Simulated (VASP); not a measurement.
Set up this calculation in VASP 6.6.1, as the native input.

| Item | Value |
| --- | --- |
| Task | single point |
| Functional | PBE |
| Potentials or basis | VASP PAW PBE potentials, release 64 (K_sv, Hg, F) |
| Cutoff | 520 eV |
| k mesh | 12 × 12 × 6 |
| Occupations | gaussian, width 0.1 eV |
| Spin | no spin polarisation |
| Dipole correction | no |
| Further INCAR settings | ALGO = Fast; EDIFF = 1e-06; NBANDS = 26 |

The structure of KHgF2 lies in POSCAR:

```
KHgF2
1.0
    4.9173859598      0.0000000000      0.0000000000
   -2.4586929799      4.2585811614      0.0000000000
    0.0000000000      0.0000000000      9.2059955491
K Hg F
1 1 2
Direct
    0.0000000000      0.0000000000      0.5000000000
    0.0000000000      0.0000000000      0.0000000000
    0.0000000000      0.0000000000      0.2440488260
    0.0000000000      0.0000000000      0.7559511740
```

The input as run:

INCAR

```
PREC = Accurate ; ENCUT = 520
EDIFF = 1E-6 ; ISMEAR = 0
SIGMA = 0.1 ; LREAL = False
LASPH = True ; NELM = 100
ALGO = Fast ; ISIF = 2
LWAVE = False ; LCHARG = False
GGA = PE ; NBANDS = 26
```

KPOINTS

```
Automatic mesh
0
Gamma
  12 12 6
```

Potentials or basis: VASP PAW PBE potentials, release 64 (K_sv, Hg, F).

Command:

```console
$ cat potpaw_PBE.64/K_sv/POTCAR potpaw_PBE.64/Hg/POTCAR potpaw_PBE.64/F/POTCAR > POTCAR
$ mpirun -np 1 vasp_std > vasp.out
```

It gave:

```yaml
Pressure: 0.1 GPa
Largest_force: 0.039 eV/Å
Band_gap_on_the_k_mesh: zero (an odd number of electrons rules out a gap without spin polarisation)
```

Caveat: spin-orbit coupling is left out, which moves the levels of the heavy elements; an odd number of electrons without spin polarisation forces a metal; a magnetic or distorted state may lie lower.

Wall time 10 min on 1 thread of Intel(R) Xeon(R) Platinum 8488C (Sapphire Rapids), with other jobs on the host, peak memory 0.58 GiB.
